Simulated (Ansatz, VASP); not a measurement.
## One calculation of H3Os, two programs

```
CELL_PARAMETERS angstrom
3.74998 0.00000 0.00000
-1.87499 3.24757 0.00000
0.00000 0.00000 3.83960
ATOMIC_POSITIONS crystal
H 0.84056 0.68112 0.25000
H 0.15944 0.84056 0.75000
H 0.31888 0.15944 0.25000
H 0.15944 0.31888 0.75000
H 0.84056 0.15944 0.25000
H 0.68112 0.84056 0.75000
Os 0.33333 0.66667 0.25000
Os 0.66667 0.33333 0.75000
```

Alike in both runs: functional PBE; k mesh 12 × 12 × 10; occupations gaussian, width 0.1 eV; no spin polarisation.

Ansatz relaxed the structure, and its values are those at the end. VASP's run is a single point on that final structure, the one shown.

|  | VASP | Ansatz |
| --- | --- | --- |
| version | VASP 6.6.1 | Ansatz 0.2.0 |
| potentials or method | VASP PAW PBE potentials, release 64 (H, Os_sv_GW), cutoff 500 eV | scalar-relativistic, plane waves, PAW |
| valence electrons in the cell | 38 | 38 |

|  | VASP | Ansatz | Ansatz less VASP |
| --- | --- | --- | --- |
| gap on the k mesh at the Fermi level (eV) | none | none | - |
| pressure (GPa) | -1.9 | 0.0 | +1.85 |

A gap of «none» marks a metal or a gap that the smearing closes.

Neither program's run includes spin-orbit coupling.
